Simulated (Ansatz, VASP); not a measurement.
## One calculation of NbAs, two programs

The input INCAR:

```
SYSTEM = NbAs
ALGO     = Normal         ! electronic algorithm
EDIFF    = 1E-6           ! SCF threshold, eV
ENCUT    = 520            ! plane-wave cutoff, eV
GGA      = PE             ! functional
ISIF     = 2              ! what is computed and relaxed
ISMEAR   = -1             ! smearing method
LASPH    = .TRUE.         ! aspherical terms in the spheres
LCHARG   = .FALSE.        ! write CHGCAR
LREAL    = .FALSE.        ! projectors in reciprocal space
LWAVE    = .FALSE.        ! write WAVECAR
NBANDS   = 26             ! bands
NELM     = 80             ! most SCF steps
PREC     = Accurate       ! precision mode
SIGMA    = 0.05           ! smearing width, eV
```

KPOINTS

```
k-points
0
G
  11 11 11
  0 0 0
```

The input POSCAR:

```
NbAs
1.0
   -1.7258500000      1.7258500000      5.8400000000
    1.7258500000     -1.7258500000      5.8400000000
    1.7258500000      1.7258500000     -5.8400000000
Nb As
2 2
Direct
    0.5000000000      0.0000000000      0.5000000000
    0.7500000000      0.7500000000      0.0000000000
    0.9160000000      0.4160000000      0.5000000000
    0.1660000000      0.1660000000      0.0000000000
```

The input input.yaml:

```yaml
crystal:
  lattice:
    - [-1.72585, 1.72585, 5.84]
    - [1.72585, -1.72585, 5.84]
    - [1.72585, 1.72585, -5.84]
  atoms:
    - { symbol: Nb, position: [0.5, 0.0, 0.5] }
    - { symbol: Nb, position: [0.75, 0.75, 0.0] }
    - { symbol: As, position: [0.916, 0.416, 0.5] }
    - { symbol: As, position: [0.166, 0.166, 0.0] }
kpoints:
  mp_grid: { grid: [11, 11, 11] }
scf:
  occupations: { method: fermi_dirac, width: 0.05 }
hamiltonian:
  xc: pbe
  pseudopotentials: { kind: all_electron, lapw: { basis_error: 0.001 } }
output:
  forces: true
  stress: true
  eigenvalues: true
  populations: true
```

Alike in both runs: task single point; functional PBE; k mesh 11 × 11 × 11; occupations fermi-dirac, width 0.05 eV; no spin polarisation.

|  | VASP | Ansatz |
| --- | --- | --- |
| version | VASP 6.6.1 | Ansatz 0.2.0 |
| potentials or method | VASP PAW PBE potentials, release 64 (Nb_sv, As), cutoff 520 eV | all-electron LAPW, scalar-relativistic |

VASP gave:

```
gap on the k mesh at the Fermi level (eV)                     : none
pressure (GPa)                                                : 3.3
traceless stress, the component that is largest in VASP (GPa) : 0.44
rms of the force components (eV/Å)                            : 0.172
```

Q: Estimate Ansatz's values.

A: gap on the k mesh at the Fermi level (eV): none; pressure (GPa): 3.3; traceless stress, the component that is largest in VASP (GPa): 0.47; rms of the force components (eV/Å): 0.172.

Atom by atom the forces differ by 0.001 eV/Å (rms over components). A gap of «none» marks a metal or a gap that the smearing closes. Ansatz ran all-electron here, and VASP with PAW potentials.
